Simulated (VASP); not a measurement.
A run of VASP 6.6.1 is set up as follows.

The input INCAR:

```
SYSTEM = Zr2N
  PREC = Accurate
  ENCUT = 520
  EDIFF = 1E-6
  ISMEAR = 0
  SIGMA = 0.1
  LREAL = .FALSE.
  LASPH = .TRUE.
  NELM = 60
  ALGO = Normal
  ISIF = 2
  LWAVE = .FALSE.
  LCHARG = .FALSE.
  GGA = PS
  NBANDS = 38
```

Contents of KPOINTS:

```
Automatic mesh
0
G
  8 8 10
  0 0 0
```

POSCAR

```
Zr2N
1.0
    5.4267749620      0.0000000000      0.0000000000
    0.0000000000      5.4267749620      0.0000000000
    0.0000000000      0.0000000000      3.3006998802
Zr N
4 2
Direct
    0.2969894426      0.2969894426      0.0000000000
    0.7030105574      0.7030105574      0.0000000000
    0.7969894426      0.2030105574      0.5000000000
    0.2030105574      0.7969894426      0.5000000000
    0.0000000000      0.0000000000      0.0000000000
    0.5000000000      0.5000000000      0.5000000000
```

Potentials or basis: VASP PAW PBE potentials, release 64 (Zr_sv, N).

Run with:

```bash
$ cat potpaw_PBE.64/Zr_sv/POTCAR potpaw_PBE.64/N/POTCAR > POTCAR
$ mpirun -np 1 vasp_std > vasp.out
```

Task: Predict the pressure.

Result: -5.0 GPa.

Task: Predict the band gap on the k mesh.

Result: Zero (bands 29 and 30 overlap by 2.51 eV).

Forces on the atoms (eV/Å):
```
Zr  -0.004 -0.004  0.000
Zr   0.004  0.004  0.000
Zr  -0.004  0.004  0.000
Zr   0.004 -0.004  0.000
N    0.000  0.000  0.000
N    0.000  0.000  0.000
```

Caveat: the cell stands under tension; the PAW data sets were made with another functional, which shifts forces and pressure a little.
